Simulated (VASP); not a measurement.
Here is a VASP 6.6.1 calculation.

The input INCAR:

```
SYSTEM = GaS3
ALGO     = Normal         ! electronic algorithm
EDIFF    = 1E-6           ! SCF threshold, eV
EDIFFG   = -0.01          ! ionic threshold
ENCUT    = 600            ! plane-wave cutoff, eV
GGA      = PE             ! functional
IBRION   = 2              ! ionic algorithm
ISIF     = 3              ! what is computed and relaxed
ISMEAR   = 0              ! smearing method
LASPH    = .TRUE.         ! aspherical terms in the spheres
LCHARG   = .FALSE.        ! write CHGCAR
LREAL    = .FALSE.        ! projectors in reciprocal space
LWAVE    = .FALSE.        ! write WAVECAR
NELM     = 100            ! most SCF steps
NSW      = 100            ! ionic steps
PREC     = Accurate       ! precision mode
SIGMA    = 0.1            ! smearing width, eV
```

The input KPOINTS:

```
k-points
0
G
  12 12 12
  0 0 0
```

The input POSCAR:

```
GaS3
1.0
   -2.5933542715      2.5933542715      2.5933542715
    2.5933542715     -2.5933542715      2.5933542715
    2.5933542715      2.5933542715     -2.5933542715
Ga S
1 3
Direct
    0.0000000000      0.0000000000      0.0000000000
    0.0000000000      0.5000000000      0.5000000000
    0.5000000000      0.0000000000      0.5000000000
    0.5000000000      0.5000000000      0.0000000000
```

Potentials or basis: VASP PAW PBE potentials, release 64 (Ga_d, S).

Launch:

```sh
$ cat potpaw_PBE.64/Ga_d/POTCAR potpaw_PBE.64/S/POTCAR > POTCAR
$ mpirun -np 1 vasp_std > vasp.out
```

(1) What does it give for the relaxed volume?

(2) Predict the relaxed cell.

(3) Predict the space group after relaxing (to 0.05 Å).

Answers

(1) 17.53 Å³/atom.

(2) a = 4.500 Å, b = 4.500 Å, c = 4.500 Å, α = 109.47°, β = 109.47°, γ = 109.47°.

(3) Im-3m (No. 229).
